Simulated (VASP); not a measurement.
# Cl (Im-3m) in VASP: further runs, part 2 of 2

VASP 6.6.1. Earlier steps stand in the parts before.

## 3. Single point, PBE (volume scaled by 0.8)

The input, INCAR:

```
PREC = Accurate
ENCUT = 520
EDIFF = 1E-7
ISMEAR = -1
SIGMA = 0.1
LREAL = F
LASPH = T
NELM = 100
ALGO = Normal
ISIF = 2
LWAVE = F
LCHARG = F
GGA = PE
NBANDS = 10
```

The input, KPOINTS:

```
regular mesh
0
Gamma
  17 17 17
```

The input, POSCAR:

```
Cl
1.0
   -1.6286663500      1.6286663500      1.6286663500
    1.6286663500     -1.6286663500      1.6286663500
    1.6286663500      1.6286663500     -1.6286663500
Cl
1
Direct
    0.0000000000      0.0000000000      0.0000000000
```

Potentials or basis: VASP PAW PBE potentials, release 64 (Cl).

Started as:

```console
cat potpaw_PBE.64/Cl/POTCAR > POTCAR
mpirun -np 1 vasp_std > vasp.out
```

OUTCAR:

```text
PREC = Accurate
   ENCUT = 520
   EDIFF = 1E-7
   ISMEAR = -1
   LREAL = F
   LASPH = T
   NELM = 100
   ISIF = 2
   GGA = PE

 ion  position               nearest neighbor table
   1  0.000  0.000  0.000-

  LATTYP: Found a body centered cubic cell.
 ALAT       =     3.2573327000

  Lattice vectors:

 A1 = (  -1.6286663500,   1.6286663500,   1.6286663500)
 A2 = (   1.6286663500,  -1.6286663500,   1.6286663500)
 A3 = (   1.6286663500,   1.6286663500,  -1.6286663500)

Analysis of symmetry for initial positions (statically):
=====================================================================
 Subroutine PRICEL returns:
 Original cell was already a primitive cell.

 Routine SETGRP: Setting up the symmetry group for a
 body centered cubic supercell.

 Subroutine GETGRP returns: Found 48 space group operations
[... 9 lines left out ...]

 Routine SETGRP: Setting up the symmetry group for a
 body centered cubic supercell.

 Subroutine GETGRP returns: Found 48 space group operations
[... 11 lines left out ...]
                                     Primitive cell

  volume of cell :      17.2805

  direct lattice vectors                    reciprocal lattice vectors
    -1.628666350  1.628666350  1.628666350     0.000000000  0.306999650  0.306999650
     1.628666350 -1.628666350  1.628666350     0.306999650  0.000000000  0.306999650
     1.628666350  1.628666350 -1.628666350     0.306999650  0.306999650  0.000000000

  length of vectors
     2.820932867  2.820932867  2.820932867     0.434163069  0.434163069  0.434163069

  position of ions in fractional coordinates (direct lattice)
     0.000000000  0.000000000  0.000000000

  ion indices of the primitive-cell ions
   primitive index   ion index
                 1           1

----------------------------------------------------------------------------------------

 KPOINTS: regular mesh

Automatic generation of k-mesh.
 Grid dimensions read from file:
 generate k-points for:   17   17   17

 Generating k-lattice:

  Cartesian coordinates                     Fractional coordinates (reciprocal lattice)
     0.000000000  0.018058803  0.018058803     0.058823529  0.000000000  0.000000000
     0.018058803  0.000000000  0.018058803     0.000000000  0.058823529  0.000000000
     0.018058803  0.018058803  0.000000000     0.000000000  0.000000000  0.058823529

  Length of vectors
     0.025539004  0.025539004  0.025539004

  Shift w.r.t. Gamma in fractional coordinates (k-lattice)
     0.000000000  0.000000000  0.000000000

 Subroutine IBZKPT returns following result:
 ===========================================

 Found    165 irreducible k-points:

 Following reciprocal coordinates:
            Coordinates               Weight
  0.000000  0.000000  0.000000      1.000000
  0.058824  0.000000  0.000000     12.000000
  0.117647  0.000000  0.000000     12.000000
  0.176471  0.000000  0.000000     12.000000
  0.235294  0.000000  0.000000     12.000000
  0.294118  0.000000  0.000000     12.000000
[... 16 lines left out ...]
  0.411765  0.117647 -0.000000     48.000000
  0.176471  0.176471  0.000000     24.000000
 [... further k-points ...]
   k-points           NKPTS =    165   k-points in BZ     NKDIM =    165   number of bands    NBANDS=     10
   number of dos      NEDOS =    301   number of ions     NIONS =      1
   total plane-waves  NPLWV =  13824
   dimension x,y,z NGX =    24 NGY =   24 NGZ =   24
   dimension x,y,z NGXF=    48 NGYF=   48 NGZF=   48
   ions per type =               1
   NGX,Y,Z   is equivalent  to a cutoff of  14.14, 14.14, 14.14 a.u.
   NGXF,Y,Z  is equivalent  to a cutoff of  28.29, 28.29, 28.29 a.u.
 SYSTEM =  unknown system
   PREC   = accura    normal or accurate (medium, high low for compatibility)
   ISTART =      0    job   : 0-new  1-cont  2-samecut
   ICHARG =      2    charge: 1-file 2-atom 10-const
   ISPIN  =      1    spin polarized calculation?
   LNONCOLLINEAR =      F non collinear calculations
   LSORBIT =      F    spin-orbit coupling
   LASPH  =      T    aspherical Exc in radial PAW
   ENCUT  =  520.0 eV  38.22 Ry    6.18 a.u.   5.25  5.25  5.25*2*pi/ulx,y,z
   NELM   =    100;   NELMIN=  2; NELMDL= -5     # of ELM steps
   EDIFF  = 0.1E-06   stopping-criterion for ELM
   LREAL  =      F    real-space projection
   EDIFFG = 0.1E-05   stopping-criterion for IOM
   NSW    =      0    number of steps for IOM
   IBRION =     -1    ionic relax: 0-MD 1-quasi-New 2-CG
   NFREE  =      0    steps in history (QN), initial steepest desc. (CG)
   ISIF   =      2    stress and relaxation
   ISYM   =      2    0-nonsym 1-usesym 2-fastsym
   POTIM  = 0.5000    time-step for ionic-motion
   TEBEG  =    0.0;   TEEND  =   0.0 temperature during run
   PSTRESS=    0.0 pullay stress
   NELECT =       7.0000    total number of electrons
   NUPDOWN=      -1.0000    fix difference up-down
   EMIN   =  10.00;   EMAX   =-10.00  energy-range for DOS
   EFERMI =   0.00;   METHOD = LEGACY
   ISMEAR =    -1;   SIGMA  =   0.10  broadening in eV -4-tet -1-fermi 0-gaus
   EFERMI_NEDOS =   21; number of points for ismear=-14 and -15
   IALGO  =     38    algorithm
   IMIX   =      4    mixing-type and parameters
     AMIX     =   0.40;   BMIX     =  1.00
     AMIX_MAG =   1.60;   BMIX_MAG =  1.00
  volume/ion in A,a.u.               =      17.28       116.61
  Fermi-wavevector in a.u.,A,eV,Ry     =   1.211310  2.289044 19.963454  1.467273
  Thomas-Fermi vector in A             =   2.346830
   LORBIT       =      0    0 simple, 1 ext, 2 COOP (PROOUT), +10 PAW based schemes
   GGA     = PE    functional components
   LHFCALC =     F    Hartree Fock is set to
   AEXX    =    0.0000 exact exchange contribution
   IVDW    =     0    specifies the selected vdW correction
   LEPSILON=     F    determine dielectric tensor
   LRPA    =     F    only Hartree local field effects (RPA)
 non-spin polarized calculation
  energy-cutoff  :      520.00
  volume of cell :       17.28
 maximum number of plane-waves:       478
 NGX is ok and might be reduce to    24
   NGX = 11   NGY = 11   NGZ = 11

 number of electron       7.0000001 magnetization

 Free energy of the ion-electron system (eV)
  ---------------------------------------------------
  ext. energy  EPLUGINS =         0.00000000
  ---------------------------------------------------
  free energy    TOTEN  =        -0.86463583 eV

  energy without entropy =       -0.81621595  energy(sigma->0) =       -0.84042589

 E-fermi :   4.5004     XC(G=0): -10.5820

 val. band max:        4.4891573037   @ k =   0.1176   0.1176   0.0588
 cond. band min:       4.5137865553   @ k =  -0.2941   0.2941   0.1176
 fundamental gap:      0.0246292516
 Fermi energy:         4.5004472519

 k-point     1 :       0.0000    0.0000    0.0000
  band No.  band energies     occupation
      1     -12.5318      2.00000
      2       5.4883      0.00010
      3       5.4883      0.00010
      4       5.4883      0.00010
      5      15.9948      0.00000
      6      18.5351      0.00000
      7      18.5351      0.00000
      8      18.5351      0.00000
      9      21.9158      0.00000
     10      21.9158      0.00000

 k-point     2 :       0.0588    0.0000    0.0000
  band No.  band energies     occupation
      1     -12.4673      2.00000
      2       5.1890      0.00204
      3       5.4000      0.00025
      4       5.4763      0.00012
      5      16.2363      0.00000
      6      18.3356      0.00000
      7      18.4867      0.00000
      8      18.7804      0.00000
      9      21.5101      0.00000
     10      21.8622      0.00000

 k-point     3 :       0.1176    0.0000    0.0000
  band No.  band energies     occupation
      1     -12.2764      2.00000
      2       4.3903      1.50125
      3       5.1588      0.00276
      4       5.4414      0.00016
      5      16.6369      0.00000
      6      17.8289      0.00000
      7      18.4405      0.00000
      8      19.4905      0.00000
      9      21.0141      0.00000
     10      21.7619      0.00000
[... 248 lines left out ...]
 k-point    23 :       0.4118    0.1176   -0.0000
  band No.  band energies     occupation
      1      -9.7900      2.00000
      2      -1.3617      2.00000
      3       2.8831      2.00000
      4       4.7186      0.20278
      5      14.0603      0.00000
      6      15.6965      0.00000
      7      21.8083      0.00000
      8      22.6751      0.00000
      9      25.5814      0.00000
     10      28.0198      0.00000

 k-point    24 :       0.1765    0.1765    0.0000
  band No.  band energies     occupation
      1     -10.9756      2.00000
      2       1.0340      2.00000
      3       3.5779      1.99980
      4       4.8393      0.06532
      5      15.6685      0.00000
      6      16.5257      0.00000
      7      19.4066      0.00000
      8      20.8023      0.00000
      9      23.8319      0.00000
     10      25.1473      0.00000

 [... further k-points ...]
[... 5 lines left out ...]
  --------------------------------------------------------------------------------------
  -------------------------------------------------------------------------------------
  Total        1.2808725      1.2808725      1.2808725      0.0000000     -0.0000000     -0.0000000
  in kB      118.7572435    118.7572435    118.7572435      0.0000000     -0.0000000     -0.0000000
  external PRESSURE =     118.7572435 kB  Pullay stress =       0.0000000 kB

 VOLUME and BASIS-vectors are now :
 -----------------------------------------------------------------------------
  energy-cutoff  :      520.00
  volume of cell :       17.28
      direct lattice vectors                 reciprocal lattice vectors
    -1.628666350  1.628666350  1.628666350     0.000000000  0.306999650  0.306999650
     1.628666350 -1.628666350  1.628666350     0.306999650  0.000000000  0.306999650
     1.628666350  1.628666350 -1.628666350     0.306999650  0.306999650  0.000000000

 POSITION                                       TOTAL-FORCE (eV/Angst)
 -----------------------------------------------------------------------------------
      0.00000      0.00000      0.00000         0.000000     -0.000000     -0.000000
 -----------------------------------------------------------------------------------
    total drift:                                0.000000     -0.000000     -0.000000

  FREE ENERGIE OF THE ION-ELECTRON SYSTEM (eV)
  ---------------------------------------------------
  free  energy   TOTEN  =        -0.8646358262 eV

  energy  without entropy=       -0.8162159510  energy(sigma->0) =       -0.84042589
```

Wall time 11 s (1 thread of AMD EPYC 9R45 (Zen 5), shared host); peak memory 0.11 GiB.

Results:

```yaml
Free_energy: -0.8646 eV
Pressure: 11.9 GPa
```

Caveat: an odd number of electrons without spin polarisation forces a metal; a magnetic or distorted state may lie lower.

## 4. Single point, PBE (volume scaled by 0.9)

The input, INCAR:

```
SYSTEM = Cl
PREC = Accurate
ENCUT = 520
EDIFF = 1E-6
ISMEAR = -1
SIGMA = 0.1
LREAL = .FALSE.
LASPH = .TRUE.
NELM = 80
ALGO = Normal
ISIF = 2
LWAVE = .FALSE.
LCHARG = .TRUE.
GGA = PE
LELF = .TRUE.
LVHAR = .TRUE.
NBANDS = 10
```

The input, KPOINTS:

```
regular mesh
0
G
  17 17 17
  0 0 0
```

The input, POSCAR:

```
Cl
1.0
   -1.6938812639      1.6938812639      1.6938812639
    1.6938812639     -1.6938812639      1.6938812639
    1.6938812639      1.6938812639     -1.6938812639
Cl
1
Direct
    0.0000000000      0.0000000000      0.0000000000
```

Started as:

```console
cat potpaw_PBE.64/Cl/POTCAR > POTCAR
mpirun -np 1 vasp_std > vasp.out
```

Run time: 11 s. Hardware: 1 thread of AMD EPYC 9R45 (Zen 5), shared host; peak memory 0.12 GiB.

It converged, with:

| Item | Value |
| --- | --- |
| Free energy | -0.9678 eV |
| Pressure | 4.1 GPa |

Levels at points of the mesh, in eV from the Fermi level:
```csv
k point,band 2,band 3,band 4,band 5,band 6,band 7
"(0.00, 0.00, 0.00)",0.79,0.79,0.79,10.44,14.11,14.11
```

Caveat: an odd number of electrons without spin polarisation forces a metal; a magnetic or distorted state may lie lower.
